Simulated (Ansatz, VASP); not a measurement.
Te2Mo in VASP and in Ansatz

The input INCAR:

```
SYSTEM = Te2Mo
PREC = Accurate ; ENCUT = 520
EDIFF = 1E-6 ; ISMEAR = 0
SIGMA = 0.05 ; LREAL = .FALSE.
LASPH = .TRUE. ; NELM = 60
ALGO = Normal ; ISIF = 2
LWAVE = .FALSE. ; LCHARG = .FALSE.
GGA = PE ; IVDW = 12
NBANDS = 35
```

The input KPOINTS:

```
regular mesh
0
G
  12 12 2
  0 0 0
```

Contents of POSCAR:

```
Te2Mo
1.0
    3.7061852186      0.0000000000      0.0000000000
   -1.8530926093      3.2096505505      0.0000000000
    0.0000000000      0.0000000000     13.7008448353
Te Mo
4 2
Direct
    0.3333333333      0.6666666667      0.6173401526
    0.6666666667      0.3333333333      0.1173401526
    0.3333333333      0.6666666667      0.8826598474
    0.6666666667      0.3333333333      0.3826598474
    0.3333333333      0.6666666667      0.2500000000
    0.6666666667      0.3333333333      0.7500000000
```

Input for Ansatz:

```yaml
crystal:
  lattice:
    - [3.7061852186, 0.0, 0.0]
    - [-1.8530926093, 3.2096505505, 0.0]
    - [0.0, 0.0, 13.7008448353]
  atoms:
    - { symbol: Te, position: [0.3333333333, 0.6666666667, 0.6173401526] }
    - { symbol: Te, position: [0.6666666667, 0.3333333333, 0.1173401526] }
    - { symbol: Te, position: [0.3333333333, 0.6666666667, 0.8826598474] }
    - { symbol: Te, position: [0.6666666667, 0.3333333333, 0.3826598474] }
    - { symbol: Mo, position: [0.3333333333, 0.6666666667, 0.25] }
    - { symbol: Mo, position: [0.6666666667, 0.3333333333, 0.75] }
basis:
  ecutwfc: 420
kpoints:
  mp_grid: { grid: [12, 12, 2] }
hamiltonian:
  xc: pbe
  dispersion: d3bj
scf:
  occupations: { method: gaussian, width: 0.05 }
output:
  forces: true
  stress: true
  eigenvalues: true
```

Change from the starting cell: strain +0.0600 x Voigt [1, 1, 0, 0, 0, 0], atoms carried along.

Alike in both runs: task single point; functional PBE; dispersion D3(BJ); k mesh 12 × 12 × 2; occupations gaussian, width 0.05 eV; no spin polarisation.

```csv
,VASP,Ansatz
version,VASP 6.6.1,Ansatz 0.2.0
potentials or method,"VASP PAW PBE potentials, release 64 (Te, Mo_sv), cutoff 520 eV","scalar-relativistic, plane waves, PAW"
valence electrons in the cell,52,92
```

Ansatz gave:

* gap on the k mesh at the Fermi level (eV): 0.41
* least direct gap on the mesh (eV): 0.76
* pressure (GPa): -8.6
* traceless stress, the component that is largest in VASP (GPa): 1.94
* rms of the force components (eV/Å): 0.406

Question: What did VASP give for the same quantities?

Answer: gap on the k mesh at the Fermi level (eV): 0.40; least direct gap on the mesh (eV): 0.76; pressure (GPa): -8.6; traceless stress, the component that is largest in VASP (GPa): 1.98; rms of the force components (eV/Å): 0.401.

Atom by atom the forces differ by 0.006 eV/Å (rms over components). VASP's potentials hold 52 valence electrons a cell and Ansatz's 92, so a difference there can come from the potentials and not from the codes. Ansatz's warnings: dispersion switch in reach.

Neither program's run includes spin-orbit coupling.
